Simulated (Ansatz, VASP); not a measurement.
# Two plane-wave programs on NbP

```
CELL_PARAMETERS angstrom
-1.65229 1.65229 5.66253
1.65229 -1.65229 5.66253
1.65229 1.65229 -5.66253
ATOMIC_POSITIONS crystal
Nb 0.24988 0.74988 0.50000
Nb 0.49988 0.49988 0.00000
P 0.83275 0.33275 0.50000
P 0.08275 0.08275 0.00000
```

Alike in both runs: task single point; functional LDA; k mesh 11 × 11 × 11; occupations fermi-dirac, width 0.05 eV; no spin polarisation.

|  | VASP | Ansatz |
| --- | --- | --- |
| version | VASP 6.6.1 | Ansatz 0.2.0 |
| potentials or method | VASP PAW LDA potentials, release 64 (Nb_sv, P) | Ansatz PAW |
| plane-wave cutoff (eV) | 520 | 420 |
| valence electrons in the cell | 36 | 36 |

```csv
,VASP,Ansatz,Ansatz less VASP
gap on the k mesh at the Fermi level (eV),none,none,-
pressure (GPa),-1.8,-1.7,+0.14
"traceless stress, the component that is largest in VASP (GPa)",-0.69,-0.69,+0.006
rms of the force components (eV/Å),0.017,0.017,0.0000
```

LDA's correlation is that of Perdew and Zunger in VASP and of Perdew and Wang (1992) in Ansatz. Atom by atom the forces differ by 0.000 eV/Å (rms over components). A gap of «none» marks a metal or a gap that the smearing closes.
